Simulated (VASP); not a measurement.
# Ir3Os (Pm-3m) in VASP: single point with LDA

Aim: the single point of Ir3Os with LDA.

Program: VASP 6.6.1. These are calculated values, not measurements. Logs are shortened: lines on timing, memory, paths and dates and some standing lists are left out, and cuts for length are marked.

## (1) The cell of the first run

The structure is cubic, space group Pm-3m (No. 221). Conventional cell: a = 3.848 Å, b = 3.848 Å, c = 3.848 Å, α = 90.00°, β = 90.00°, γ = 90.00°. Os (site symmetry m-3m) has 12 Ir at 2.72 Å within 3.6 Å. Within 3.6 Å of Ir (site symmetry 4/mmm) lie 4 Os at 2.72 Å and 8 Ir at 2.72 Å. Within 3.6 Å of Ir (site symmetry 4/mmm) lie 4 Os at 2.72 Å and 8 Ir at 2.72 Å.

## (2) Single point, LDA

INCAR reads:

```
  PREC = Accurate
  ENCUT = 600
  EDIFF = 1E-6
  ISMEAR = 1
  SIGMA = 0.1
  LREAL = False
  LASPH = True
  NELM = 120
  ALGO = Normal
  ISIF = 2
  LWAVE = False
  LCHARG = False
  GGA = CA
  NBANDS = 45
  GGA_COMPAT = False
```

KPOINTS reads:

```
Automatic mesh
0
Gamma
  2 4 4
```

POSCAR reads:

```
Ir3Os
1.0
    7.6961480000      0.0000000000      0.0000000000
    0.0000000000      3.8480740000      0.0000000000
    0.0000000000      0.0000000000      3.8480740000
Os Ir
2 6
Direct
    0.0000000000      0.0000000000      0.0000000000
    0.5000000000      0.0000000000      0.0000000000
    0.0000000000      0.5000000000      0.5000000000
    0.2500000000      0.5000000000      0.0000000000
    0.2500000000      0.0000000000      0.5000000000
    0.5000000000      0.5000000000      0.5000000000
    0.7500000000      0.5000000000      0.0000000000
    0.7500000000      0.0000000000      0.5000000000
```

Potentials or basis: VASP PAW LDA potentials, release 64 (Os, Ir).

Command:

```sh
$ cat potpaw_LDA.64/Os/POTCAR potpaw_LDA.64/Ir/POTCAR > POTCAR
$ mpirun -np 1 vasp_std > vasp.out
```

OUTCAR:

```text
PREC = Accurate
   ENCUT = 600
   EDIFF = 1E-6
   ISMEAR = 1
   LREAL = False
   LASPH = True
   NELM = 120
   ISIF = 2
   GGA = CA

 ion  position               nearest neighbor table
   1  0.000  0.000  0.000-   3 2.72   4 2.72   5 2.72   7 2.72   8 2.72   3 2.72   5 2.72   8 2.72
                             3 2.72   4 2.72   7 2.72   3 2.72
   2  0.500  0.000  0.000-   4 2.72   5 2.72   6 2.72   7 2.72   8 2.72   5 2.72   6 2.72   8 2.72
                             4 2.72   6 2.72   7 2.72   6 2.72
   3  0.000  0.500  0.500-   1 2.72   4 2.72   5 2.72   7 2.72   8 2.72   1 2.72   4 2.72   7 2.72
                             1 2.72   5 2.72   8 2.72   1 2.72
   4  0.250  0.500  0.000-   1 2.72   2 2.72   3 2.72   5 2.72   6 2.72   3 2.72   5 2.72   6 2.72
                             1 2.72   2 2.72   5 2.72   5 2.72
   5  0.250  0.000  0.500-   1 2.72   2 2.72   3 2.72   4 2.72   6 2.72   1 2.72   2 2.72   4 2.72
                             3 2.72   4 2.72   6 2.72   4 2.72
   6  0.500  0.500  0.500-   2 2.72   4 2.72   5 2.72   7 2.72   8 2.72   2 2.72   4 2.72   7 2.72
                             2 2.72   5 2.72   8 2.72   2 2.72
   7  0.750  0.500  0.000-   1 2.72   2 2.72   3 2.72   6 2.72   8 2.72   3 2.72   6 2.72   8 2.72
                             1 2.72   2 2.72   8 2.72   8 2.72
   8  0.750  0.000  0.500-   1 2.72   2 2.72   3 2.72   6 2.72   7 2.72   1 2.72   2 2.72   7 2.72
                             3 2.72   6 2.72   7 2.72   7 2.72

  LATTYP: Found a simple tetragonal cell.
 ALAT       =     3.8480740000
 C/A-ratio  =     2.0000000000

  Lattice vectors:

 A1 = (   0.0000000000,   3.8480740000,   0.0000000000)
 A2 = (   0.0000000000,   0.0000000000,   3.8480740000)
 A3 = (   7.6961480000,   0.0000000000,   0.0000000000)

Analysis of symmetry for initial positions (statically):
=====================================================================
 Subroutine PRICEL returns following result:

  LATTYP: Found a simple cubic cell.
 ALAT       =     3.8480740000

  Lattice vectors:

 A1 = (   3.8480740000,   0.0000000000,   0.0000000000)
 A2 = (   0.0000000000,   3.8480740000,   0.0000000000)
 A3 = (   0.0000000000,   0.0000000000,   3.8480740000)

   2 primitive cells build up your supercell.

 Routine SETGRP: Setting up the symmetry group for a
 simple tetragonal supercell.

 Subroutine GETGRP returns: Found 16 space group operations
 (whereof 16 operations were pure point group operations)
 out of a pool of 16 trial point group operations.

The static configuration has the point symmetry D_4h.

Analysis of symmetry for dynamics (positions and initial velocities):
=====================================================================
 Subroutine PRICEL returns following result:

  LATTYP: Found a simple cubic cell.
 ALAT       =     3.8480740000

  Lattice vectors:

 A1 = (   3.8480740000,   0.0000000000,   0.0000000000)
 A2 = (   0.0000000000,   3.8480740000,   0.0000000000)
 A3 = (   0.0000000000,   0.0000000000,   3.8480740000)

   2 primitive cells build up your supercell.

 Routine SETGRP: Setting up the symmetry group for a
 simple tetragonal supercell.

 Subroutine GETGRP returns: Found 16 space group operations
 (whereof 16 operations were pure point group operations)
 out of a pool of 16 trial point group operations.

The dynamic configuration has the point symmetry D_4h.

 Subroutine INISYM returns: Found 16 space group operations
 (whereof 16 operations are pure point group operations),
 and found     2 'primitive' translations

----------------------------------------------------------------------------------------

                                     Primitive cell

  volume of cell :      56.9810

  direct lattice vectors                    reciprocal lattice vectors
     3.848074000  0.000000000  0.000000000     0.259870262  0.000000000  0.000000000
     0.000000000  3.848074000  0.000000000     0.000000000  0.259870262  0.000000000
     0.000000000  0.000000000  3.848074000     0.000000000  0.000000000  0.259870262

  length of vectors
     3.848074000  3.848074000  3.848074000     0.259870262  0.259870262  0.259870262

  position of ions in fractional coordinates (direct lattice)
     0.000000000  0.000000000  0.000000000
     0.000000000  0.500000000  0.500000000
     0.500000000  0.500000000  0.000000000
     0.500000000  0.000000000  0.500000000

  ion indices of the primitive-cell ions
   primitive index   ion index
                 1           1
                 2           3
                 3           4
                 4           5

----------------------------------------------------------------------------------------

 KPOINTS: Automatic mesh

Automatic generation of k-mesh.
 Grid dimensions read from file:
 generate k-points for:    2    4    4

 Generating k-lattice:

  Cartesian coordinates                     Fractional coordinates (reciprocal lattice)
     0.064967566  0.000000000  0.000000000     0.500000000  0.000000000  0.000000000
     0.000000000  0.064967566  0.000000000     0.000000000  0.250000000  0.000000000
     0.000000000  0.000000000  0.064967566     0.000000000  0.000000000  0.250000000

  Length of vectors
     0.064967566  0.064967566  0.064967566

  Shift w.r.t. Gamma in fractional coordinates (k-lattice)
     0.000000000  0.000000000  0.000000000

 Subroutine IBZKPT returns following result:
 ===========================================

 Found     12 irreducible k-points:

 Following reciprocal coordinates:
            Coordinates               Weight
  0.000000  0.000000  0.000000      1.000000
  0.500000  0.000000  0.000000      1.000000
  0.000000  0.250000  0.000000      4.000000
  0.500000  0.250000  0.000000      4.000000
  0.000000  0.500000  0.000000      2.000000
  0.500000  0.500000  0.000000      2.000000
  0.000000  0.250000  0.250000      4.000000
  0.500000  0.250000  0.250000      4.000000
  0.000000  0.500000  0.250000      4.000000
  0.500000  0.500000  0.250000      4.000000
  0.000000  0.500000  0.500000      1.000000
  0.500000  0.500000  0.500000      1.000000
   k-points           NKPTS =     12   k-points in BZ     NKDIM =     12   number of bands    NBANDS=     45
   number of dos      NEDOS =    301   number of ions     NIONS =      8
   total plane-waves  NPLWV =  65536
   dimension x,y,z NGX =    64 NGY =   32 NGZ =   32
   dimension x,y,z NGXF=   128 NGYF=   64 NGZF=   64
   ions per type =               2   6
   NGX,Y,Z   is equivalent  to a cutoff of  13.82, 13.82, 13.82 a.u.
   NGXF,Y,Z  is equivalent  to a cutoff of  27.65, 27.65, 27.65 a.u.
 SYSTEM =  unknown system
   PREC   = accura    normal or accurate (medium, high low for compatibility)
   ISTART =      0    job   : 0-new  1-cont  2-samecut
   ICHARG =      2    charge: 1-file 2-atom 10-const
   ISPIN  =      1    spin polarized calculation?
   LNONCOLLINEAR =      F non collinear calculations
   LSORBIT =      F    spin-orbit coupling
   LASPH  =      T    aspherical Exc in radial PAW
   ENCUT  =  600.0 eV  44.10 Ry    6.64 a.u.  15.37  7.69  7.69*2*pi/ulx,y,z
   NELM   =    120;   NELMIN=  2; NELMDL= -5     # of ELM steps
   EDIFF  = 0.1E-05   stopping-criterion for ELM
   LREAL  =      F    real-space projection
   EDIFFG = 0.1E-04   stopping-criterion for IOM
   NSW    =      0    number of steps for IOM
   IBRION =     -1    ionic relax: 0-MD 1-quasi-New 2-CG
   NFREE  =      0    steps in history (QN), initial steepest desc. (CG)
   ISIF   =      2    stress and relaxation
   ISYM   =      2    0-nonsym 1-usesym 2-fastsym
   POTIM  = 0.5000    time-step for ionic-motion
   TEBEG  =    0.0;   TEEND  =   0.0 temperature during run
   PSTRESS=    0.0 pullay stress
   NELECT =      70.0000    total number of electrons
   NUPDOWN=      -1.0000    fix difference up-down
   EMIN   =  10.00;   EMAX   =-10.00  energy-range for DOS
   EFERMI =   0.00;   METHOD = LEGACY
   ISMEAR =     1;   SIGMA  =   0.10  broadening in eV -4-tet -1-fermi 0-gaus
   EFERMI_NEDOS =   21; number of points for ismear=-14 and -15
   IALGO  =     38    algorithm
   IMIX   =      4    mixing-type and parameters
     AMIX     =   0.40;   BMIX     =  1.00
     AMIX_MAG =   1.60;   BMIX_MAG =  1.00
  volume/ion in A,a.u.               =      14.25        96.13
  Fermi-wavevector in a.u.,A,eV,Ry     =   1.391620  2.629781 26.349140  1.936607
  Thomas-Fermi vector in A             =   2.515442
   LORBIT       =      0    0 simple, 1 ext, 2 COOP (PROOUT), +10 PAW based schemes
   GGA     = CA    functional components
   LHFCALC =     F    Hartree Fock is set to
   AEXX    =    0.0000 exact exchange contribution
   IVDW    =     0    specifies the selected vdW correction
   LEPSILON=     F    determine dielectric tensor
   LRPA    =     F    only Hartree local field effects (RPA)
 non-spin polarized calculation
 Methfessel and Paxton  Order N= 1 SIGMA  =   0.10
  energy-cutoff  :      600.00
  volume of cell :      113.96
 maximum number of plane-waves:      3846
 NGX is ok and might be reduce to    64
   NGX = 31   NGY = 15   NGZ = 15

 number of electron      70.0000010 magnetization

 Free energy of the ion-electron system (eV)
  ---------------------------------------------------
  ext. energy  EPLUGINS =         0.00000000
  ---------------------------------------------------
  free energy    TOTEN  =       -86.56668389 eV

  energy without entropy =      -86.55962021  energy(sigma->0) =      -86.56432933

 E-fermi :  10.1808     XC(G=0): -14.0955

 val. band max:        9.9521309881   @ k =   0.5000   0.2500   0.0000
 cond. band min:      10.1880738422   @ k =   0.0000   0.2500   0.0000
 fundamental gap:      0.2359428541
 Fermi energy:        10.1807901751

 k-point     1 :       0.0000    0.0000    0.0000
  band No.  band energies     occupation
      1      -1.0347      2.00000
      2       1.8976      2.00000
      3       1.9977      2.00000
      4       2.1329      2.00000
      5       2.1906      2.00000
      6       2.1906      2.00000
[... 37 lines left out ...]
     44      12.0814     -0.00000
     45      12.0814     -0.00000

 k-point     2 :       0.5000    0.0000    0.0000
  band No.  band energies     occupation
      1      -0.1301      2.00000
      2      -0.1301      2.00000
      3       2.4932      2.00000
      4       2.4932      2.00000
      5       2.8209      2.00000
      6       2.8209      2.00000
[... 37 lines left out ...]
     44      12.0796     -0.00000
     45      15.6977      0.00000

 k-point     3 :       0.0000    0.2500    0.0000
  band No.  band energies     occupation
      1      -0.1301      2.00000
      2       2.4932      2.00000
      3       2.5326      2.00000
      4       2.6200      2.00000
      5       2.8209      2.00000
      6       2.8873      2.00000
[... 37 lines left out ...]
     44      12.0796     -0.00000
     45      15.1414      0.00000

 k-point     4 :       0.5000    0.2500    0.0000
  band No.  band energies     occupation
      1       0.6654      2.00000
      2       0.6654      2.00000
      3       3.1184      2.00000
      4       3.1184      2.00000
      5       3.2248      2.00000
      6       3.2248      2.00000
[... 325 lines left out ...]
     44      11.0020     -0.00000
     45      15.3362      0.00000

 k-point    11 :       0.0000    0.5000    0.5000
  band No.  band energies     occupation
      1       1.9457      2.00000
      2       1.9457      2.00000
      3       1.9457      2.00000
      4       1.9957      2.00000
      5       3.6633      2.00000
      6       3.6633      2.00000
[... 37 lines left out ...]
     44      11.3648     -0.00000
     45      12.7931      0.00000

 k-point    12 :       0.5000    0.5000    0.5000
  band No.  band energies     occupation
      1       2.5374      2.00000
      2       2.5374      2.00000
      3       2.5374      2.00000
      4       2.5374      2.00000
      5       2.5503      2.00000
      6       2.5503      2.00000
[... 37 lines left out ...]
     44      12.3424      0.00000
     45      12.8415      0.00000

------------------------ aborting loop because EDIFF is reached ----------------------------------------

  FORCE on cell =-STRESS in cart. coord.  units (eV):
  Direction    XX          YY          ZZ          XY          YZ          ZX
  --------------------------------------------------------------------------------------
  -------------------------------------------------------------------------------------
  Total       -6.8177136     -6.8177658     -6.8177658     -0.0000000      0.0000000     -0.0000000
  in kB      -95.8493334    -95.8500668    -95.8500668     -0.0000000      0.0000000     -0.0000000
  external PRESSURE =     -95.8498223 kB  Pullay stress =       0.0000000 kB

 VOLUME and BASIS-vectors are now :
 -----------------------------------------------------------------------------
  energy-cutoff  :      600.00
  volume of cell :      113.96
      direct lattice vectors                 reciprocal lattice vectors
     7.696148000  0.000000000  0.000000000     0.129935131  0.000000000  0.000000000
     0.000000000  3.848074000  0.000000000     0.000000000  0.259870262  0.000000000
     0.000000000  0.000000000  3.848074000     0.000000000  0.000000000  0.259870262

 POSITION                                       TOTAL-FORCE (eV/Angst)
 -----------------------------------------------------------------------------------
      0.00000      0.00000      0.00000         0.000000      0.000000     -0.000000
      3.84807      0.00000      0.00000         0.000000      0.000000     -0.000000
      0.00000      1.92404      1.92404        -0.000000     -0.000000     -0.000000
      1.92404      1.92404      0.00000        -0.000000     -0.000000     -0.000000
      1.92404      0.00000      1.92404        -0.000000     -0.000000      0.000000
      3.84807      1.92404      1.92404        -0.000000     -0.000000     -0.000000
      5.77211      1.92404      0.00000        -0.000000      0.000000      0.000000
      5.77211      0.00000      1.92404        -0.000000      0.000000      0.000000
 -----------------------------------------------------------------------------------
    total drift:                                0.000000      0.000000      0.000000

  FREE ENERGIE OF THE ION-ELECTRON SYSTEM (eV)
  ---------------------------------------------------
  free  energy   TOTEN  =       -86.5666838851 eV

  energy  without entropy=      -86.5596202125  energy(sigma->0) =      -86.56432933
```

Run time: 68 s. Hardware: 1 thread of Intel Xeon Platinum 8375C at 2.90GHz (Ice Lake), shared host; peak memory 0.24 GiB.

What came out:

- Free energy: -86.5667 eV
- Pressure: -9.6 GPa
- Band gap on the k mesh: zero (bands 35 and 36 overlap by 2.63 eV)

Levels at points of the mesh, in eV from the Fermi level:
```csv
k point,band 30,band 31,band 32,band 33,band 34,band 35,band 36,band 37,band 38,band 39
"(0.00, 0.00, 0.00)",-1.22,-0.48,0.11,0.62,1.17,1.17,1.18,1.18,1.18,1.18
"(0.50, 0.00, 0.00)",-0.98,-0.45,-0.45,0.01,0.01,0.25,0.25,0.25,0.25,0.69
"(0.00, 0.50, 0.00)",-2.04,-1.79,-1.67,-1.66,-1.66,-1.65,-1.47,-1.10,-1.10,-0.48
"(0.50, 0.50, 0.00)",-1.91,-1.86,-1.86,-1.71,-1.71,-1.24,-1.24,0.04,0.04,0.48
"(0.00, 0.50, 0.50)",-1.65,-1.10,-1.10,-0.95,-0.80,-0.80,-0.80,0.62,0.62,0.62
"(0.50, 0.50, 0.50)",-2.96,-2.96,-2.96,-0.26,-0.26,0.15,0.15,0.15,0.15,0.20
```

Caveat: the k points lie up to 0.41 Å⁻¹ apart, too coarse for converged energies and pressures of a metal; spin-orbit coupling is left out, which moves the levels of the heavy elements.
